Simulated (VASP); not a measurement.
# MgW (R-3m) in VASP: a series of runs

The runs below take MgW through single point, with PBE.

Everything below comes from runs of VASP 6.6.1. Logs are shortened: lines on timing, memory, paths and dates and some standing lists are left out, and cuts for length are marked.

## (1) The cell of the first run

Symmetry: R-3m, No. 166, trigonal system. The conventional cell has a = 2.854 Å, b = 2.854 Å, c = 14.756 Å, α = 90.00°, β = 90.00°, γ = 120.00°. Mg (site symmetry -3m) has 6 Mg at 2.85 Å and 6 W at 2.96 Å within 3.8 Å. Within 3.8 Å of W (site symmetry -3m) lie 6 W at 2.85 Å and 6 Mg at 2.96 Å.

The cell was generated, and may not be a known phase.

## (2) Single point, PBE

INCAR

```
SYSTEM = MgW
ALGO     = Normal         ! electronic algorithm
EDIFF    = 1E-7           ! SCF threshold, eV
ENCUT    = 520            ! plane-wave cutoff, eV
GGA      = PE             ! functional
ISIF     = 2              ! what is computed and relaxed
ISMEAR   = 0              ! smearing method
LASPH    = .True.         ! aspherical terms in the spheres
LCHARG   = .True.         ! write CHGCAR
LELF     = .True.         ! ELF
LREAL    = .False.        ! projectors in reciprocal space
LVHAR    = .True.       
LWAVE    = .False.        ! write WAVECAR
NBANDS   = 15             ! bands
NELM     = 60             ! most SCF steps
PREC     = Accurate       ! precision mode
SIGMA    = 0.2            ! smearing width, eV
```

KPOINTS

```
k-points
0
Gamma
  7 7 7
  0 0 0
```

POSCAR

```
MgW
1.0
    1.4269324612      0.8238398429      4.9185123817
   -1.4269324612      0.8238398429      4.9185123817
    0.0000000000     -1.6476796788      4.9185123829
Mg W
1 1
Direct
    0.8790725932      0.8790725932      0.8790725932
    0.3790684468      0.3790684468      0.3790684468
```

Potentials or basis: VASP PAW PBE potentials, release 64 (Mg, W_sv).

Started as:

```
cat potpaw_PBE.64/Mg/POTCAR potpaw_PBE.64/W_sv/POTCAR > POTCAR
mpirun -np 1 vasp_std > vasp.out
```

OUTCAR:

```text
SYSTEM = MgW
   EDIFF = 1E-7
   ENCUT = 520
   GGA = PE
   ISIF = 2
   ISMEAR = 0
   LASPH = .True.
   LREAL = .False.
   NELM = 60
   PREC = Accurate

 ion  position               nearest neighbor table
   1  0.879  0.879  0.879-   2 2.96   2 2.96   2 2.96   2 2.96   2 2.96   2 2.96
   2  0.379  0.379  0.379-   1 2.96   1 2.96   1 2.96   1 2.96   1 2.96   1 2.96

  LATTYP: Found a trigonal (rhomboedric) cell.
 ALAT       =     5.1871584114
 COS(alpha) =     0.8486516088

  Lattice vectors:

 A1 = (   1.4269324612,   0.8238398429,   4.9185123817)
 A2 = (  -1.4269324612,   0.8238398429,   4.9185123817)
 A3 = (   0.0000000000,  -1.6476796788,   4.9185123829)

Analysis of symmetry for initial positions (statically):
=====================================================================
 Subroutine PRICEL returns:
 Original cell was already a primitive cell.

 Routine SETGRP: Setting up the symmetry group for a
 trigonal (rhombohedral) supercell.

 Subroutine GETGRP returns: Found 12 space group operations
 (whereof  6 operations were pure point group operations)
 out of a pool of 12 trial point group operations.

The static configuration has the point symmetry C_3v.
 The point group associated with its full space group is D_3d.

Analysis of symmetry for dynamics (positions and initial velocities):
=====================================================================
 Subroutine PRICEL returns:
 Original cell was already a primitive cell.

 Routine SETGRP: Setting up the symmetry group for a
 trigonal (rhombohedral) supercell.

 Subroutine GETGRP returns: Found 12 space group operations
 (whereof  6 operations were pure point group operations)
 out of a pool of 12 trial point group operations.

The dynamic configuration has the point symmetry C_3v.
 The point group associated with its full space group is D_3d.

 Subroutine INISYM returns: Found 12 space group operations
 (whereof  6 operations are pure point group operations),
 and found     1 'primitive' translations

----------------------------------------------------------------------------------------

                                     Primitive cell

  volume of cell :      34.6922

  direct lattice vectors                    reciprocal lattice vectors
     1.426932461  0.823839843  4.918512382     0.350402008  0.202304694  0.067771169
    -1.426932461  0.823839843  4.918512382    -0.350402008  0.202304694  0.067771169
     0.000000000 -1.647679679  4.918512383     0.000000000 -0.404609388  0.067771169

  length of vectors
     5.187158411  5.187158411  5.187158411     0.410245887  0.410245887  0.410245887

  position of ions in fractional coordinates (direct lattice)
     0.879072593  0.879072593  0.879072593
     0.379068447  0.379068447  0.379068447

  ion indices of the primitive-cell ions
   primitive index   ion index
                 1           1
                 2           2

----------------------------------------------------------------------------------------

 KPOINTS: k-points

Automatic generation of k-mesh.
 Grid dimensions read from file:
 generate k-points for:    7    7    7

 Generating k-lattice:

  Cartesian coordinates                     Fractional coordinates (reciprocal lattice)
     0.050057430  0.028900671  0.009681596     0.142857143 -0.000000000  0.000000000
    -0.050057430  0.028900671  0.009681596    -0.000000000  0.142857143  0.000000000
     0.000000000 -0.057801341  0.009681596    -0.000000000 -0.000000000  0.142857143

  Length of vectors
     0.058606555  0.058606555  0.058606555

  Shift w.r.t. Gamma in fractional coordinates (k-lattice)
     0.000000000  0.000000000  0.000000000

 Subroutine IBZKPT returns following result:
 ===========================================

 Found     44 irreducible k-points:

 Following reciprocal coordinates:
            Coordinates               Weight
  0.000000  0.000000  0.000000      1.000000
  0.142857  0.000000  0.000000      6.000000
  0.285714 -0.000000  0.000000      6.000000
  0.428571  0.000000  0.000000      6.000000
  0.142857  0.142857  0.000000      6.000000
  0.285714  0.142857  0.000000     12.000000
[... 16 lines left out ...]
  0.285714  0.285714  0.142857      6.000000
  0.428571  0.285714  0.142857     12.000000
 [... further k-points ...]
   k-points           NKPTS =     44   k-points in BZ     NKDIM =     44   number of bands    NBANDS=     15
   number of dos      NEDOS =    301   number of ions     NIONS =      2
   total plane-waves  NPLWV =  64000
   dimension x,y,z NGX =    40 NGY =   40 NGZ =   40
   dimension x,y,z NGXF=    80 NGYF=   80 NGZF=   80
   ions per type =               1   1
   NGX,Y,Z   is equivalent  to a cutoff of  12.82, 12.82, 12.82 a.u.
   NGXF,Y,Z  is equivalent  to a cutoff of  25.64, 25.64, 25.64 a.u.
 SYSTEM =  MgW
   PREC   = accura    normal or accurate (medium, high low for compatibility)
   ISTART =      0    job   : 0-new  1-cont  2-samecut
   ICHARG =      2    charge: 1-file 2-atom 10-const
   ISPIN  =      1    spin polarized calculation?
   LNONCOLLINEAR =      F non collinear calculations
   LSORBIT =      F    spin-orbit coupling
   LASPH  =      T    aspherical Exc in radial PAW
   ENCUT  =  520.0 eV  38.22 Ry    6.18 a.u.   9.64  9.64  9.64*2*pi/ulx,y,z
   NELM   =     60;   NELMIN=  2; NELMDL= -5     # of ELM steps
   EDIFF  = 0.1E-06   stopping-criterion for ELM
   LREAL  =      F    real-space projection
   EDIFFG = 0.1E-05   stopping-criterion for IOM
   NSW    =      0    number of steps for IOM
   IBRION =     -1    ionic relax: 0-MD 1-quasi-New 2-CG
   NFREE  =      0    steps in history (QN), initial steepest desc. (CG)
   ISIF   =      2    stress and relaxation
   ISYM   =      2    0-nonsym 1-usesym 2-fastsym
   POTIM  = 0.5000    time-step for ionic-motion
   TEBEG  =    0.0;   TEEND  =   0.0 temperature during run
   PSTRESS=    0.0 pullay stress
   NELECT =      16.0000    total number of electrons
   NUPDOWN=      -1.0000    fix difference up-down
   EMIN   =  10.00;   EMAX   =-10.00  energy-range for DOS
   EFERMI =   0.00;   METHOD = LEGACY
   ISMEAR =     0;   SIGMA  =   0.20  broadening in eV -4-tet -1-fermi 0-gaus
   EFERMI_NEDOS =   21; number of points for ismear=-14 and -15
   IALGO  =     38    algorithm
   IMIX   =      4    mixing-type and parameters
     AMIX     =   0.40;   BMIX     =  1.00
     AMIX_MAG =   1.60;   BMIX_MAG =  1.00
  volume/ion in A,a.u.               =      17.35       117.06
  Fermi-wavevector in a.u.,A,eV,Ry     =   1.264846  2.390213 21.767092  1.599836
  Thomas-Fermi vector in A             =   2.398130
   LORBIT       =      0    0 simple, 1 ext, 2 COOP (PROOUT), +10 PAW based schemes
   GGA     = PE    functional components
   LHFCALC =     F    Hartree Fock is set to
   AEXX    =    0.0000 exact exchange contribution
   IVDW    =     0    specifies the selected vdW correction
   LEPSILON=     F    determine dielectric tensor
   LRPA    =     F    only Hartree local field effects (RPA)
 non-spin polarized calculation
 Gauss-broadening in eV      SIGMA  =   0.20
  energy-cutoff  :      520.00
  volume of cell :       34.69
 maximum number of plane-waves:       943
   NGX = 19   NGY = 19   NGZ = 19

 number of electron      16.0000002 magnetization

 Free energy of the ion-electron system (eV)
  ---------------------------------------------------
  ext. energy  EPLUGINS =         0.00000000
  ---------------------------------------------------
  free energy    TOTEN  =       -13.43000788 eV

  energy without entropy =      -13.40818196  energy(sigma->0) =      -13.41909492

 E-fermi :   6.7413     XC(G=0): -11.2827

 val. band max:        6.7101225469   @ k =  -0.2857   0.2857   0.1429
 cond. band min:       6.7521814312   @ k =  -0.2857  -0.4286   0.1429
 fundamental gap:      0.0420588843
 Fermi energy:         6.7413468510

 k-point     1 :       0.0000    0.0000    0.0000
  band No.  band energies     occupation
      1     -66.9671      2.00000
      2     -31.3014      2.00000
      3     -30.6407      2.00000
      4     -30.6407      2.00000
      5      -1.4677      2.00000
      6       2.5176      2.00000
      7       5.5843      2.00000
      8       6.8562      0.41654
      9       6.8562      0.41654
     10       9.5646      0.00000
     11       9.5646      0.00000
     12      10.4674      0.00000
     13      20.3539      0.00000
     14      21.4409      0.00000
     15      22.4737      0.00000

 k-point     2 :       0.1429    0.0000    0.0000
  band No.  band energies     occupation
      1     -66.9543      2.00000
      2     -31.2780      2.00000
      3     -30.8078      2.00000
      4     -30.6795      2.00000
      5      -0.8185      2.00000
      6       3.1259      2.00000
      7       5.2027      2.00000
      8       6.2402      1.99961
      9       7.5525      0.00000
     10       9.3075      0.00000
     11       9.6758      0.00000
     12      10.8223      0.00000
     13      18.0076      0.00000
     14      20.6056      0.00000
     15      21.1472      0.00000

 k-point     3 :       0.2857   -0.0000    0.0000
  band No.  band energies     occupation
      1     -66.9253      2.00000
      2     -31.2252      2.00000
      3     -31.1705      2.00000
      4     -30.7655      2.00000
      5       0.8322      2.00000
      6       3.7769      2.00000
      7       4.6347      2.00000
      8       6.2078      1.99984
      9       8.7801      0.00000
     10       9.4530      0.00000
     11       9.6582      0.00000
     12      11.7691      0.00000
     13      13.9347      0.00000
     14      18.5590      0.00000
     15      19.4731      0.00000
[... 343 lines left out ...]
 k-point    23 :       0.2857    0.2857    0.1429
  band No.  band energies     occupation
      1     -66.9543      2.00000
      2     -31.2787      2.00000
      3     -30.8077      2.00000
      4     -30.6795      2.00000
      5      -0.4280      2.00000
      6       2.5084      2.00000
      7       5.0858      2.00000
      8       6.2555      1.99941
      9       7.5523      0.00000
     10       8.7168      0.00000
     11       9.3525      0.00000
     12      12.7730      0.00000
     13      18.1925      0.00000
     14      20.2663      0.00000
     15      20.3450      0.00000

 k-point    24 :       0.4286    0.2857    0.1429
  band No.  band energies     occupation
      1     -66.9333      2.00000
      2     -31.2405      2.00000
      3     -31.0480      2.00000
      4     -30.7664      2.00000
      5       0.8584      2.00000
      6       3.1033      2.00000
      7       5.3075      2.00000
      8       5.4690      2.00000
      9       8.1249      0.00000
     10       8.6566      0.00000
     11       9.0455      0.00000
     12      14.4021      0.00000
     13      15.0498      0.00000
     14      17.6128      0.00000
     15      19.8588      0.00000

 [... further k-points ...]
[... 5 lines left out ...]
  --------------------------------------------------------------------------------------
  -------------------------------------------------------------------------------------
  Total       -0.0344696     -0.0344696     -0.0320970      0.0000000      0.0000000     -0.0000000
  in kB       -1.5919006     -1.5919006     -1.4823245      0.0000000      0.0000000     -0.0000000
  external PRESSURE =      -1.5553753 kB  Pullay stress =       0.0000000 kB

 VOLUME and BASIS-vectors are now :
 -----------------------------------------------------------------------------
  energy-cutoff  :      520.00
  volume of cell :       34.69
      direct lattice vectors                 reciprocal lattice vectors
     1.426932461  0.823839843  4.918512382     0.350402008  0.202304694  0.067771169
    -1.426932461  0.823839843  4.918512382    -0.350402008  0.202304694  0.067771169
     0.000000000 -1.647679679  4.918512383     0.000000000 -0.404609388  0.067771169

 POSITION                                       TOTAL-FORCE (eV/Angst)
 -----------------------------------------------------------------------------------
      0.00000      0.00000     12.97119         0.000000      0.000000      0.000000
      0.00000      0.00000      5.59336         0.000000      0.000000     -0.000000
 -----------------------------------------------------------------------------------
    total drift:                                0.000000      0.000000      0.099724

  FREE ENERGIE OF THE ION-ELECTRON SYSTEM (eV)
  ---------------------------------------------------
  free  energy   TOTEN  =       -13.4300078753 eV

  energy  without entropy=      -13.4081819558  energy(sigma->0) =      -13.41909492
```

Run time: 1.7 min. Hardware: 1 thread of Intel Xeon 8259CL, shared host; peak memory 0.25 GiB.

What came out:

| Item | Value |
| --- | --- |
| Free energy | -13.4300 eV |
| Pressure | -0.2 GPa |
| Band gap on the k mesh | zero (bands 8 and 9 overlap by 1.42 eV) |

Caveat: the k points lie up to 0.37 Å⁻¹ apart, too coarse for converged energies and pressures of a metal; spin-orbit coupling is left out, which moves the levels of the heavy elements.

## (3) Single point, PBE

This run uses another cell than the first one: it holds 4 atoms, not 2.

INCAR

```
PREC     = Accurate       # precision mode
ENCUT    = 520            # plane-wave cutoff, eV
EDIFF    = 1E-6           # SCF threshold, eV
ISMEAR   = 0              # smearing method
SIGMA    = 0.2            # smearing width, eV
LREAL    = F              # projectors in reciprocal space
LASPH    = T              # aspherical terms in the spheres
NELM     = 60             # most SCF steps
ALGO     = Fast           # electronic algorithm
ISIF     = 2              # what is computed and relaxed
LWAVE    = F              # write WAVECAR
LCHARG   = F              # write CHGCAR
GGA      = PE             # functional
NBANDS   = 24             # bands
```

KPOINTS

```
regular mesh
0
Gamma
  8 4 8
```

POSCAR

```
MgW
1.0
   -2.8497158411      0.0000000000      0.0000000000
    0.0000000000      4.9358526238      0.0000000000
    1.4248579205     -0.8226421040     -4.9169045428
Mg W
2 2
Direct
    1.0000000000      1.0000000000      1.0000000000
    0.5000000000      0.5000000000      0.0000000000
    0.2500000000      0.7500000000      0.5000000000
    0.7500000000      0.2500000000      0.5000000000
```

Potentials or basis: VASP PAW PBE potentials, release 64 (Mg, W_sv).

Started as:

```
cat potpaw_PBE.64/Mg/POTCAR potpaw_PBE.64/W_sv/POTCAR > POTCAR
mpirun -np 1 vasp_std > vasp.out
```

It took 3.3 min on 1 thread of Intel Xeon 8259CL, shared host; peak memory 0.27 GiB.

It converged, with:

| Property | Result |
| --- | --- |
| Free energy | -26.8329 eV |
| Pressure | 0.0 GPa |
| Band gap on the k mesh | zero (bands 16 and 17 overlap by 1.56 eV) |

Stress tensor (GPa, compression positive):
```
 0.08  0.00  0.00
 0.00  0.13 -0.06
 0.00 -0.06 -0.35
```

Levels at points of the mesh, in eV from the Fermi level:
```
           k point  band 12  band 13  band 14  band 15  band 16  band 17  band 18  band 19  band 20  band 21
(0.00, 0.00, 0.00)    -3.23    -1.52    -1.12    -0.47     0.09     0.09     1.64     2.86     2.86     3.45
(0.50, 0.00, 0.00)    -2.19    -1.93    -1.93    -0.53    -0.53    -0.13    -0.13     1.98     1.98     4.95
(0.00, 0.50, 0.00)    -2.97    -1.97    -1.97    -0.81    -0.81     2.13     2.13     2.22     2.22     2.98
(0.50, 0.50, 0.00)    -3.23    -1.52    -0.85    -0.71    -0.47     1.64     1.71     1.75     3.45     4.90
(0.00, 0.00, 0.50)    -3.39    -2.07    -0.85    -0.71     0.10     0.10     1.71     1.75     2.91     2.92
(0.00, 0.50, 0.50)    -4.42    -1.65    -1.65    -0.57    -0.57     0.66     0.66     2.13     2.13     2.29
```

Caveat: spin-orbit coupling is left out, which moves the levels of the heavy elements.

The gap in the log of VASP goes by the Fermi energy; the results here count the filled bands.